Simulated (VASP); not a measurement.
Set up this calculation in VASP 6.6.1, as the native input.

```
Task                   : single point
Functional             : PBEsol
Potentials or basis    : VASP PAW PBE potentials, release 64 (Pt, P)
Cutoff                 : 520 eV
k mesh                 : 12 × 12 × 12
Occupations            : gaussian, width 0.05 eV
Spin                   : no spin polarisation
Dipole correction      : no
Further INCAR settings : ALGO = Normal; EDIFF = 1e-06; NBANDS = 14
```

The structure of PPt lies in POSCAR:

```
PPt
1.0
    0.0000000000      2.5153824908      2.5153824908
    2.5153824908      0.0000000000      2.5153824908
    2.5153824908      2.5153824908      0.0000000000
Pt P
1 1
Direct
    0.0000000000      0.0000000000      0.0000000000
    0.2500000000      0.2500000000      0.2500000000
```

These files were run (other wordings do the same):

INCAR

```
  ALGO = Normal
  EDIFF = 1E-6
  ENCUT = 520
  GGA = PS
  ISIF = 2
  ISMEAR = 0
  LASPH = True
  LCHARG = False
  LREAL = False
  LWAVE = False
  NBANDS = 14
  NELM = 100
  PREC = Accurate
  SIGMA = 0.05
```

KPOINTS

```
k-points
0
Gamma
  12 12 12
```

Potentials or basis: VASP PAW PBE potentials, release 64 (Pt, P).

Launch:

```console
$ cat potpaw_PBE.64/Pt/POTCAR potpaw_PBE.64/P/POTCAR > POTCAR
$ mpirun -np 1 vasp_std > vasp.out
```

Results of the run:

The pressure is 35.2 GPa. The band gap on the k mesh is zero (an odd number of electrons rules out a gap without spin polarisation).

Caveat: the cell stands under pressure; the PAW data sets were made with another functional, which shifts forces and pressure a little; spin-orbit coupling is left out, which moves the levels of the heavy elements.

It took 54 s on 1 thread of Intel Xeon 8259CL, on a shared host, peak memory 0.18 GiB.
